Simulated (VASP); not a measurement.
A run of VASP 6.6.1 is set up as follows.

Contents of POSCAR:

```
WS2
1.0
    3.1835163552      0.0000000000      0.0000000000
   -1.5917581776      2.7570060369      0.0000000000
    0.0000000000      0.0000000000     16.9505778900
W S
1 2
Direct
    0.0000000000      0.0000000000      0.0000000000
    0.3333333333      0.6666666667      0.0920005100
    0.3333333333      0.6666666667      0.9079994900
```

INCAR.step1

```
ALGO = Normal
EDIFF = 1E-4
ENCUT = 600
GGA = PE
ISMEAR = -1
LASPH = T
LCHARG = F
LREAL = F
LWAVE = T
NELM = 100
PREC = Accurate
SIGMA = 0.05
```

Contents of INCAR.step2:

```
ALGO = Normal
EDIFF = 1E-6
EDIFFG = -0.01
ENCUT = 600
IBRION = 2
ISIF = 3
ISMEAR = -1
ISTART = 1
LASPH = T
LCHARG = F
LMIXTAU = T
LREAL = F
LWAVE = F
METAGGA = R2SCAN
NELM = 100
NSW = 60
PREC = Accurate
SIGMA = 0.05
```

The input KPOINTS:

```
k-points
0
Gamma
  10 10 2
```

Potentials or basis: VASP PAW PBE potentials, release 64 (W_sv, S).

Command:

```sh
$ cat potpaw_PBE.64/W_sv/POTCAR potpaw_PBE.64/S/POTCAR > POTCAR
$ cp INCAR.step1 INCAR
$ mpirun -np 1 vasp_std > vasp.out
$ cp INCAR.step2 INCAR
$ mpirun -np 1 vasp_std > vasp.out
```

Task: Estimate the band gap on the k mesh.

Result: 2.10 eV (least direct gap 2.28 eV).

Forces on the atoms (eV/Å):
```
W    0.000  0.000  0.000
S    0.000  0.000 -0.002
S    0.000  0.000  0.002
```

Caveat: the relaxation stopped at its first step, so nothing moved; the PAW data sets were made with another functional, which shifts forces and pressure a little; spin-orbit coupling is left out, which moves the levels of the heavy elements.
